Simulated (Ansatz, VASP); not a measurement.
This is a calculation of Au for Ansatz 0.2.0.

File input.yaml:

```yaml
crystal:
  lattice:
    - [0.0, 2.035, 2.035]
    - [2.035, 0.0, 2.035]
    - [2.035, 2.035, 0.0]
  atoms:
    - { symbol: Au, position: [0.0, 0.0, 0.0] }
kpoints:
  mp_grid: { grid: [11, 11, 11] }
scf:
  occupations: { method: fermi_dirac, width: 0.05 }
hamiltonian:
  xc: rpbe
  dispersion: d4
  pseudopotentials: { kind: all_electron, lapw: { basis_error: 0.001 } }
output:
  forces: true
  stress: true
relax:
  f_tol: 0.01
  max_steps: 60
  cell: {}
```

Potentials or basis: all-electron LAPW, scalar-relativistic.

Run with:

```console
$ ansatz run input.yaml --threads 1 --pin off --max-ram 3072MiB --backend cpu --events-out ev --progress --plain --runs-dir out
```

Q: Translate it to VASP 6.6.1. Potentials there: VASP PAW PBE potentials, release 64 (Au).

A: As run (the cutoff follows the program's own potentials):

File INCAR:

```
PREC = Accurate
ENCUT = 600
EDIFF = 1E-6
ISMEAR = -1
SIGMA = 0.05
LREAL = False
LASPH = True
NELM = 80
ALGO = Normal
ISIF = 3
LWAVE = False
LCHARG = False
GGA = RP
IVDW = 13
IBRION = 2
NSW = 80
EDIFFG = -0.01
```

File KPOINTS:

```
Automatic mesh
0
Gamma
  11 11 11
```

POSCAR

```
Au
1.0
    0.0000000000      2.0350000000      2.0350000000
    2.0350000000      0.0000000000      2.0350000000
    2.0350000000      2.0350000000      0.0000000000
Au
1
Direct
    0.0000000000      0.0000000000      0.0000000000
```

Potentials or basis: VASP PAW PBE potentials, release 64 (Au).

Command:

```bash
$ cat potpaw_PBE.64/Au/POTCAR > POTCAR
$ mpirun -np 1 vasp_std > vasp.out
```

Both were run:

|  | VASP | Ansatz | Ansatz less VASP |
| --- | --- | --- | --- |
| relaxed volume (Å³/atom) | 17.16 | 17.18 | +0.018 |
| relaxed cell length with the largest relative difference (Å) | 2.895 | 2.896 | +0.0010 |

VASP's potentials were made for PBE, not for RPBE. Ansatz ran all-electron here, and VASP with PAW potentials.

Neither program's run includes spin-orbit coupling.
